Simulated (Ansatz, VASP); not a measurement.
**YGe3Sb in VASP and in Ansatz**

```
Y Ge Sb
1.0
     4.15230    0.00000   -0.07816
     0.00000    4.39475    0.00000
    -1.69796    0.00000    6.57667
Y Ge Sb
1 3 1
Direct
  0.85892 0.00000 0.04297
  0.35802 0.50000 0.02169
  0.05310 0.50000 0.36396
  0.50726 0.00000 0.38686
  0.72270 0.50000 0.68453
```

Change from the starting cell: the structure that the rattled cubic perovskite type (Pm-3m, No. 221) fell into.

Alike in both runs: functional PBE; k mesh 10 × 10 × 6; occupations gaussian, width 0.1 eV; no spin polarisation.

Ansatz relaxed the structure, and its values are those at the end. VASP's run is a single point on that final structure, the one shown.

|  | VASP | Ansatz |
| --- | --- | --- |
| version | VASP 6.6.1 | Ansatz 0.2.0 |
| potentials or method | VASP PAW PBE potentials, release 64 (Y_sv, Ge_d, Sb), cutoff 520 eV | scalar-relativistic, plane waves, PAW |
| valence electrons in the cell | 58 | 68 |

VASP gave:

* gap on the k mesh at the Fermi level (eV): none
* pressure (GPa): -0.1
* rms of the force components (eV/Å): 0.003

Q: Which values does Ansatz return?

A: gap on the k mesh at the Fermi level (eV): none; pressure (GPa): 0.0; rms of the force components (eV/Å): 0.003.

A gap of «none» marks a metal or a gap that the smearing closes. VASP's potentials hold 58 valence electrons a cell and Ansatz's 68, so a difference there can come from the potentials and not from the codes.

Spin-orbit coupling is off throughout.
